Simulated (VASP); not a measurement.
The system is Ge.

```
Ge
1.0
     0.00000    2.88574    5.11566
     2.63050    0.00000    5.11566
     2.63050    2.88574    0.00000
Ge
4
Direct
  0.78187 0.78187 0.21813
  0.21813 0.21813 0.78187
  0.27351 0.72649 0.27351
  0.72649 0.27351 0.72649
```

Base run:

| Quantity | Value |
| --- | --- |
| Program | VASP 6.6.1 |
| Functional | BLYP |
| Potentials or basis | VASP PAW PBE potentials, release 64 (Ge_d) |
| Cutoff | 520 eV |
| k mesh | 6 × 6 × 6 |
| Occupations | gaussian, width 0.15 eV |
| Spin | no spin polarisation |

Its results: band gap on the k mesh zero (bands 28 and 29 overlap by 3.18 eV); pressure 6.5 GPa; largest force 0.030 eV/Å.

The run is repeated on the same cell with these changes: functional from BLYP to PBEsol. What comes out?

Band gap on the k mesh zero (bands 28 and 29 overlap by 3.27 eV); pressure -3.5 GPa; largest force 0.018 eV/Å.

PBEsol binds more tightly than BLYP, so the same cell stands under less pressure.

Caveats: the PAW data sets were made with another functional, which shifts forces and pressure a little; the cell stands under pressure (at least some runs); the cell stands under tension (at least some runs).
